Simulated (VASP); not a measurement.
Cd2SnO3:

```
Cd Sn O
1.0
     3.47991    0.00000    0.00000
     0.00000    3.47991    0.00000
     0.00000    0.00000    8.48295
Cd Sn O
2 1 3
Direct
  0.00000 0.00000 0.00948
  0.50000 0.50000 0.49382
  0.50000 0.50000 0.16581
  0.00000 0.00000 0.67095
  0.00000 0.00000 0.32576
  0.50000 0.50000 0.83418
```

The cell was generated, and may not be a known phase.

```yaml
Program: VASP 6.6.1
Task: relaxation of cell and atoms
Functional: PBE
Potentials_or_basis: VASP PAW PBE potentials, release 64 (Cd, Sn_d, O)
Cutoff: 600 eV
k_mesh: 6 × 6 × 2
Occupations: gaussian, width 0.1 eV
Spin: no spin polarisation
```

At the start: pressure -6.0 GPa; volume 17.12 Å³/atom.

Question: Where does the relaxation end?

Answer: Over 36 steps the energy falls by 1472.2 meV/atom and the volume is 15.15 Å³/atom (-11.5 %); space group P4mm (No. 99, to 0.1 Å) before and after.

Step by step:
```csv
step,energy change (eV),largest force (eV/Å),pressure (GPa),volume (Å³)
1,0.0000,4.0387,-6.03,102.73
2,-1.8998,4.4848,-3.84,93.40
3,-1.7605,9.1500,60.12,68.35
4,-2.9122,4.4099,4.04,84.69
5,-3.7465,3.7822,20.40,76.28
6,-4.4587,2.5667,20.45,76.80
7,-5.0046,4.3236,23.87,77.85
8,-6.2635,2.4933,9.81,83.93
9,-6.8170,2.2648,0.46,90.50
10,-6.8880,2.1828,-2.60,93.53
11,-6.8923,2.1565,-3.48,94.55
12,-7.0903,1.9761,-2.66,93.70
13,-7.4923,1.3803,1.40,91.09
14,-7.1928,1.2373,16.11,85.53
15,-7.5693,1.1062,5.54,89.26
16,-7.7762,1.2039,1.79,92.12
17,-7.9544,0.9568,-3.97,97.09
18,-8.1654,0.8343,-4.01,95.64
19,-8.3486,2.6552,-2.04,91.35
20,-8.3985,1.5062,-3.59,93.32
21,-8.4175,1.8008,-3.28,92.74
22,-8.6131,1.3319,4.55,87.00
23,-8.6205,1.4703,3.07,87.82
24,-8.7615,0.7086,2.61,89.49
25,-8.7618,0.7124,2.58,89.44
26,-8.7972,0.2996,-1.89,92.84
27,-8.8001,0.3226,-1.00,92.08
28,-8.8149,0.3128,-0.38,91.54
29,-8.8204,0.2938,0.39,90.93
30,-8.8279,0.1852,-0.13,91.11
31,-8.8281,0.2214,-0.22,91.14
32,-8.8314,0.1182,0.16,90.86
33,-8.8317,0.1040,0.30,90.75
34,-8.8329,0.0419,-0.22,91.11
35,-8.8329,0.0464,-0.18,91.09
36,-8.8333,0.0219,0.04,90.91
```

Final structure:
```cif
data_structure
_symmetry_space_group_name_H-M 'P 1'
_symmetry_Int_Tables_number 1
_cell_length_a 3.3000
_cell_length_b 3.3000
_cell_length_c 8.3481
_cell_angle_alpha 90.000
_cell_angle_beta 90.000
_cell_angle_gamma 90.000
_cell_volume 90.91
loop_
_atom_site_label
_atom_site_type_symbol
_atom_site_fract_x
_atom_site_fract_y
_atom_site_fract_z
_atom_site_occupancy
Cd1 Cd 0.00000 0.00000 0.90579 1
Cd2 Cd 0.50000 0.50000 0.57020 1
Sn1 Sn 0.50000 0.50000 0.22355 1
O1 O 0.00000 0.00000 0.64019 1
O2 O 0.00000 0.00000 0.18720 1
O3 O 0.50000 0.50000 0.97308 1
```

Caveat: the k points lie up to 0.38 Å⁻¹ apart in the final cell, too coarse for converged energies and pressures of a metal.
